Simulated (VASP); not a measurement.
Write the native input for VASP 6.6.1 that does the following.

- Task: relaxation of the atoms
- Functional: PBE
- Potentials or basis: VASP PAW PBE potentials, release 64 (Si, C)
- Cutoff: 520 eV
- k mesh: 10 × 10 × 6
- Occupations: fermi-dirac, width 0.02 eV
- Spin: no spin polarisation
- Dipole correction: no
- Further INCAR settings: ALGO = Normal; EDIFF = 1e-06; IBRION = 2; EDIFFG = -0.02; NSW = 80

The structure of SiC lies in POSCAR:

```
SiC
1.0
    3.0760000000      0.0000000000      0.0000000000
   -1.5380000000      2.6638941420      0.0000000000
    0.0000000000      0.0000000000      5.0480000000
Si C
2 2
Direct
    0.3333333333      0.6666666667      0.0000000000
    0.6666666667      0.3333333333      0.5000000000
    0.3333333333      0.6666666667      0.3850000000
    0.6666666667      0.3333333333      0.8850000000
```

One way to write it, as run:

INCAR

```
PREC = Accurate
ENCUT = 520
EDIFF = 1E-6
ISMEAR = -1
SIGMA = 0.02
LREAL = F
LASPH = T
NELM = 100
ALGO = Normal
ISIF = 2
LWAVE = F
LCHARG = F
GGA = PE
IBRION = 2
NSW = 80
EDIFFG = -0.02
```

KPOINTS

```
regular mesh
0
Gamma
  10 10 6
```

Potentials or basis: VASP PAW PBE potentials, release 64 (Si, C).

Command:

```bash
$ cat potpaw_PBE.64/Si/POTCAR potpaw_PBE.64/C/POTCAR > POTCAR
$ mpirun -np 1 vasp_std > vasp.out
```

It gave:

The energy gained by relaxing is 9.0 meV/atom and the ionic steps are 3. The pressure after relaxing is 3.4 GPa and the band gap on the k mesh is 2.43 eV (least direct gap 3.97 eV).

Wall time 26 s on 1 thread of Intel(R) Xeon(R) Platinum 8488C (Sapphire Rapids), with other jobs on the host, peak memory 0.16 GiB.
